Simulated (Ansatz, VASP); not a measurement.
GaSb3: VASP beside Ansatz

```
Ga Sb
1.0
     0.00000    3.62200    4.02042
     3.62200    0.00000    4.02042
     3.62200    3.62200    0.00000
Ga Sb
1 3
Direct
  0.00000 0.00000 0.00000
  0.25000 0.25000 0.25000
  0.75000 0.75000 0.75000
  0.50000 0.50000 0.50000
```

Change from the starting cell: engineering shear strain xz +0.0000, normal strain along z +0.1100.

Alike in both runs: task single point; functional LDA; k mesh 10 × 10 × 10; occupations gaussian, width 0.15 eV; no spin polarisation.

|  | VASP | Ansatz |
| --- | --- | --- |
| version | VASP 6.6.1 | Ansatz 0.2.0 |
| potentials or method | VASP PAW LDA potentials, release 64 (Ga_d, Sb), cutoff 520 eV | scalar-relativistic, plane waves, PAW |
| valence electrons in the cell | 28 | 58 |

Ansatz gave:

- gap on the k mesh at the Fermi level (eV): none
- pressure (GPa): -4.9
- traceless stress, the component that is largest in VASP (GPa): -0.77

Task: What did VASP give for the same quantities?

Result: gap on the k mesh at the Fermi level (eV): none; pressure (GPa): -4.9; traceless stress, the component that is largest in VASP (GPa): -0.81.

Ansatz warns that its potentials were made for another functional, while VASP's fit it. LDA's correlation is that of Perdew and Zunger in VASP and of Perdew and Wang (1992) in Ansatz. A gap of «none» marks a metal or a gap that the smearing closes. VASP's potentials hold 28 valence electrons a cell and Ansatz's 58, so a difference there can come from the potentials and not from the codes.

Spin-orbit coupling is off throughout.
